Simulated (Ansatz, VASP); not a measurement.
# Ir: VASP beside Ansatz

Contents of INCAR:

```
PREC = Accurate
ENCUT = 520
EDIFF = 1E-6
ISMEAR = 0
SIGMA = 0.15
LREAL = F
LASPH = T
NELM = 80
ALGO = Fast
ISIF = 2
LWAVE = F
LCHARG = F
GGA = PE
NBANDS = 10
```

KPOINTS

```
Automatic mesh
0
Gamma
  20 20 20
```

File POSCAR:

```
Ir
1.0
    0.0000000000      1.9351816027      1.7174736724
    1.9351816027      0.0000000000      1.7174736724
    1.9351816027      1.9351816027      0.0000000000
Ir
1
Direct
    0.0000000000      0.0000000000      0.0000000000
```

Input for Ansatz:

```yaml
crystal:
  lattice:
    - [0.0, 1.9351816027, 1.7174736724]
    - [1.9351816027, 0.0, 1.7174736724]
    - [1.9351816027, 1.9351816027, 0.0]
  atoms:
    - { symbol: Ir, position: [0.0, 0.0, 0.0] }
basis:
  ecutwfc: 420
kpoints:
  mp_grid: { grid: [20, 20, 20] }
hamiltonian:
  xc: pbe
  pseudopotentials: { kind: paw, azcp: { folder: soft_1 } }
scf:
  occupations: { method: gaussian, width: 0.15 }
output:
  forces: true
  stress: true
  eigenvalues: true
```

Change from the starting cell: engineering shear strain xy +0.0000, normal strain along z -0.1125.

Alike in both runs: task single point; functional PBE; k mesh 20 × 20 × 20; occupations gaussian, width 0.15 eV; no spin polarisation.

```csv
,VASP,Ansatz
version,VASP 6.6.1,Ansatz 0.2.0
potentials or method,"VASP PAW PBE potentials, release 64 (Ir), cutoff 520 eV","scalar-relativistic, plane waves, PAW"
valence electrons in the cell,9,17
```

Ansatz gave:

| Quantity | Value |
| --- | --- |
| gap on the k mesh at the Fermi level (eV) | none |
| pressure (GPa) | 59.4 |
| traceless stress, the component that is largest in VASP (GPa) | 33.81 |

Which values does VASP return?

gap on the k mesh at the Fermi level (eV): none; pressure (GPa): 60.7; traceless stress, the component that is largest in VASP (GPa): 33.72.

A gap of «none» marks a metal or a gap that the smearing closes. Both programs put the cell under a high pressure, so it lies far from rest at this level. VASP's potentials hold 9 valence electrons a cell and Ansatz's 17, so a difference there can come from the potentials and not from the codes.

Neither program's run includes spin-orbit coupling. Noted on VASP's run: the cell as given lies far from equilibrium.
